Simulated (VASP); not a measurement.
Input of a VASP 6.6.1 run:

File INCAR:

```
SYSTEM = Mg6F
PREC = Accurate
ENCUT = 520
EDIFF = 1E-6
ISMEAR = 0
SIGMA = 0.1
LREAL = .False.
LASPH = .True.
NELM = 60
ALGO = Normal
ISIF = 2
LWAVE = .False.
LCHARG = .False.
LDIPOL = .True.
IDIPOL = 3
DIPOL = 0.5 0.5 0.307
GGA = PE
NBANDS = 18
```

The input KPOINTS:

```
Automatic mesh
0
Gamma
  9 4 1
  0 0 0
```

File POSCAR:

```
Mg6F
1.0
    3.2034417932      0.0000000000      0.0000000000
   -1.6017208966      7.8153198520      0.0000000000
    0.0000000000      0.0000000000     20.9851131634
Mg F
6 1
Direct
    0.8493879956      0.6987759913      0.1906113143
    0.5210014932      0.0420029864      0.2197581863
    0.1926149907      0.3852299814      0.2489050583
    0.3710660944      0.7414803149      0.3283003664
    0.0426232582      0.0834482649      0.3542380799
    0.7128162912      0.4251093731      0.3805132287
    0.7128162912      0.8001093731      0.4300721704
```

Potentials or basis: VASP PAW PBE potentials, release 64 (Mg, F).

Command:

```console
$ cat potpaw_PBE.64/Mg/POTCAR potpaw_PBE.64/F/POTCAR > POTCAR
$ mpirun -np 1 vasp_std > vasp.out
```

What does it give for the largest force?

2.171 eV/Å.

Forces on the atoms (eV/Å):
```
Mg   0.003  0.062  0.225
Mg  -0.012 -0.061  0.150
Mg  -0.008  0.123 -0.117
Mg   0.318  0.326  1.246
Mg  -0.137 -0.495  0.508
Mg  -0.060  0.111  0.156
F   -0.104 -0.065 -2.168
```

Caveat: an odd number of electrons without spin polarisation forces a metal; a magnetic or distorted state may lie lower.
